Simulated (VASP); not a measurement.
Set up this calculation in VASP 6.6.1, as the native input.

* Task: single point
* Functional: PBE
* Potentials or basis: VASP PAW PBE potentials, release 64 (K_sv, F)
* Cutoff: 520 eV
* k mesh: 9 × 9 × 9
* Occupations: fermi-dirac, width 0.05 eV
* Spin: no spin polarisation
* Dipole correction: no
* Further INCAR settings: ALGO = Normal; EDIFF = 1e-07; NBANDS = 15

The structure of KF lies in POSCAR:

```
KF
1.0
    0.0000000000      2.6718500000      2.6718500000
    2.6184130000      0.0000000000      2.6718500000
    2.6184130000      2.6718500000      0.0000000000
K F
1 1
Direct
    0.0000000000      0.0000000000      0.0000000000
    0.5000000000      0.5000000000      0.5000000000
```

These files were run (other wordings do the same):

INCAR

```
SYSTEM = KF
PREC     = Accurate       ! precision mode
ENCUT    = 520            ! plane-wave cutoff, eV
EDIFF    = 1E-7           ! SCF threshold, eV
ISMEAR   = -1             ! smearing method
SIGMA    = 0.05           ! smearing width, eV
LREAL    = .False.        ! projectors in reciprocal space
LASPH    = .True.         ! aspherical terms in the spheres
NELM     = 60             ! most SCF steps
ALGO     = Normal         ! electronic algorithm
ISIF     = 2              ! what is computed and relaxed
LWAVE    = .False.        ! write WAVECAR
LCHARG   = .True.         ! write CHGCAR
GGA      = PE             ! functional
LELF     = .True.         ! ELF
LVHAR    = .True.       
NBANDS   = 15             ! bands
```

KPOINTS

```
Automatic mesh
0
Gamma
  9 9 9
  0 0 0
```

Potentials or basis: VASP PAW PBE potentials, release 64 (K_sv, F).

Run with:

```bash
$ cat potpaw_PBE.64/K_sv/POTCAR potpaw_PBE.64/F/POTCAR > POTCAR
$ mpirun -np 1 vasp_std > vasp.out
```

It gave:

```json
{"Pressure": "2.2 GPa", "Band gap on the k mesh": "6.25 eV"}
```

Run time: 53 s on 1 thread of Intel Xeon 8259CL (shared host), peak memory 0.18 GiB.
